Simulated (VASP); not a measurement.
# KZn (CsCl type) (Pm-3m) in VASP: electric field gradients with PBE

Aim: the electric field gradients of KZn (CsCl type) with PBE.

Everything below comes from runs of VASP 6.6.1. Logs are shortened: lines on timing, memory, paths and dates and some standing lists are left out, and cuts for length are marked.

### Step 1. The cell of the first run

Symmetry: Pm-3m, No. 221, cubic system. Conventional cell: a = 4.208 Å, b = 4.208 Å, c = 4.208 Å, α = 90.00°, β = 90.00°, γ = 90.00°. Within 4.8 Å of K (site symmetry m-3m) lie 8 Zn at 3.64 Å and 6 K at 4.21 Å. Zn (site symmetry m-3m) has 8 K at 3.64 Å and 6 Zn at 4.21 Å within 4.8 Å.

### Step 2. Electric field gradients, PBE

The input, INCAR:

```
PREC = Accurate
ENCUT = 520
EDIFF = 1E-8
ISMEAR = -1
SIGMA = 0.05
LREAL = False
LASPH = True
NELM = 60
ALGO = Normal
ISIF = 2
LWAVE = False
LCHARG = False
GGA = PE
LEFG = True
NBANDS = 18
```

The input, KPOINTS:

```
Automatic mesh
0
Gamma
  10 10 10
```

The input, POSCAR:

```
KZn
1.0
    4.2084619670      0.0000000000      0.0000000000
    0.0000000000      4.2084619670      0.0000000000
    0.0000000000      0.0000000000      4.2084619670
K Zn
1 1
Direct
    0.0000000000      0.0000000000      0.0000000000
    0.5000000000      0.5000000000      0.5000000000
```

Potentials or basis: VASP PAW PBE potentials, release 64 (K_sv, Zn).

Started as:

```
$ cat potpaw_PBE.64/K_sv/POTCAR potpaw_PBE.64/Zn/POTCAR > POTCAR
$ mpirun -np 1 vasp_std > vasp.out
```

OUTCAR:

```text
PREC = Accurate
   ENCUT = 520
   EDIFF = 1E-8
   ISMEAR = -1
   LREAL = False
   LASPH = True
   NELM = 60
   ISIF = 2
   GGA = PE

 ion  position               nearest neighbor table
   1  0.000  0.000  0.000-
   2  0.500  0.500  0.500-

  LATTYP: Found a simple cubic cell.
 ALAT       =     4.2084619670

  Lattice vectors:

 A1 = (   4.2084619670,   0.0000000000,   0.0000000000)
 A2 = (   0.0000000000,   4.2084619670,   0.0000000000)
 A3 = (   0.0000000000,   0.0000000000,   4.2084619670)

Analysis of symmetry for initial positions (statically):
=====================================================================
 Subroutine PRICEL returns:
 Original cell was already a primitive cell.

 Routine SETGRP: Setting up the symmetry group for a
 simple cubic supercell.

 Subroutine GETGRP returns: Found 48 space group operations
 (whereof 48 operations were pure point group operations)
 out of a pool of 48 trial point group operations.

The static configuration has the point symmetry O_h .

Analysis of symmetry for dynamics (positions and initial velocities):
=====================================================================
 Subroutine PRICEL returns:
 Original cell was already a primitive cell.

 Routine SETGRP: Setting up the symmetry group for a
 simple cubic supercell.

 Subroutine GETGRP returns: Found 48 space group operations
 (whereof 48 operations were pure point group operations)
 out of a pool of 48 trial point group operations.

The dynamic configuration has the point symmetry O_h .

 Subroutine INISYM returns: Found 48 space group operations
 (whereof 48 operations are pure point group operations),
 and found     1 'primitive' translations

----------------------------------------------------------------------------------------

                                     Primitive cell

  volume of cell :      74.5367

  direct lattice vectors                    reciprocal lattice vectors
     4.208461967  0.000000000  0.000000000     0.237616499  0.000000000  0.000000000
     0.000000000  4.208461967  0.000000000     0.000000000  0.237616499  0.000000000
     0.000000000  0.000000000  4.208461967     0.000000000  0.000000000  0.237616499

  length of vectors
[... 111 lines left out ...]
   LEPSILON=     F    determine dielectric tensor
   LRPA    =     F    only Hartree local field effects (RPA)
 non-spin polarized calculation
  energy-cutoff  :      520.00
  volume of cell :       74.54
 maximum number of plane-waves:      2022
 NGX is ok and might be reduce to    32
   NGX = 15   NGY = 15   NGZ = 15

 number of electron      21.0000006 magnetization

 Free energy of the ion-electron system (eV)
  ---------------------------------------------------
  ext. energy  EPLUGINS =         0.00000000
  ---------------------------------------------------
  free energy    TOTEN  =        -1.74552196 eV

  energy without entropy =       -1.73120123  energy(sigma->0) =       -1.73836159

 E-fermi :   0.6284     XC(G=0):  -7.5100

 val. band max:        0.5976939510   @ k =   0.3000   0.1000   0.1000
 cond. band min:       0.6545586976   @ k =   0.5000   0.4000   0.2000
 fundamental gap:      0.0568647466
 Fermi energy:         0.6284244390

 k-point     1 :       0.0000    0.0000    0.0000
  band No.  band energies     occupation
      1     -30.8312      2.00000
      2     -14.2877      2.00000
      3     -14.2877      2.00000
      4     -14.2877      2.00000
      5      -6.6902      2.00000
      6      -6.6902      2.00000
[... 481 lines left out ...]
      5      -6.6795      2.00000
      6      -6.6559      2.00000
[... 10 lines left out ...]
     17       7.7445      0.00000
     18       7.9109      0.00000

 [... further k-points ...]
[... 5 lines left out ...]
  --------------------------------------------------------------------------------------
  -------------------------------------------------------------------------------------
  Total       -0.0075897     -0.0075897     -0.0075897      0.0000000      0.0000000      0.0000000
  in kB       -0.1631419     -0.1631419     -0.1631419      0.0000000      0.0000000      0.0000000
  external PRESSURE =      -0.1631419 kB  Pullay stress =       0.0000000 kB

 VOLUME and BASIS-vectors are now :
 -----------------------------------------------------------------------------
  energy-cutoff  :      520.00
  volume of cell :       74.54
      direct lattice vectors                 reciprocal lattice vectors
     4.208461967  0.000000000  0.000000000     0.237616499  0.000000000  0.000000000
     0.000000000  4.208461967  0.000000000     0.000000000  0.237616499  0.000000000
     0.000000000  0.000000000  4.208461967     0.000000000  0.000000000  0.237616499

 POSITION                                       TOTAL-FORCE (eV/Angst)
 -----------------------------------------------------------------------------------
      0.00000      0.00000      0.00000         0.000000      0.000000      0.000000
      2.10423      2.10423      2.10423         0.000000      0.000000      0.000000
 -----------------------------------------------------------------------------------
    total drift:                                0.000000      0.000000     -0.000000

  FREE ENERGIE OF THE ION-ELECTRON SYSTEM (eV)
  ---------------------------------------------------
  free  energy   TOTEN  =        -1.7455219595 eV

  energy  without entropy=       -1.7312012258  energy(sigma->0) =       -1.73836159

 Electric field gradients (V/A^2)
---------------------------------------------------------------------
 ion       V_xx      V_yy      V_zz      V_xy      V_xz      V_yz
---------------------------------------------------------------------
   1       0.000     0.000     0.000    -0.000     0.000    -0.000
   2       0.000     0.000    -0.000    -0.000     0.000     0.000
---------------------------------------------------------------------

 Electric field gradients after diagonalization (V/A^2)
 (convention: |V_zz| > |V_xx| > |V_yy|)
----------------------------------------------------------------------
 ion       V_xx      V_yy      V_zz     asymmetry (V_yy - V_xx)/ V_zz
----------------------------------------------------------------------
   1       0.000     0.000     0.000      -0.285
   2       0.000     0.000    -0.000       0.165
----------------------------------------------------------------------

           NMR quadrupolar parameters

 Cq : quadrupolar parameter    Cq=e*Q*V_zz/h
 eta: asymmetry parameters     (V_yy - V_xx)/ V_zz
 Q  : nuclear electric quadrupole moment in mb (millibarn)
----------------------------------------------------------------------
 ion       Cq(MHz)       eta       Q (mb)
----------------------------------------------------------------------
   1       0.000      -0.285       1.000
   2      -0.000       0.165       1.000
----------------------------------------------------------------------
```

It took 53 s on 1 thread of Oxide Virtual Turin-like, shared host; peak memory 0.18 GiB.

What came out:

```
Free energy : -1.7455 eV
Pressure    : 0.0 GPa
```

Caveat: without QUAD_EFG the Cq values of the log hold for a quadrupole moment of 1 mb, not for the nuclei.
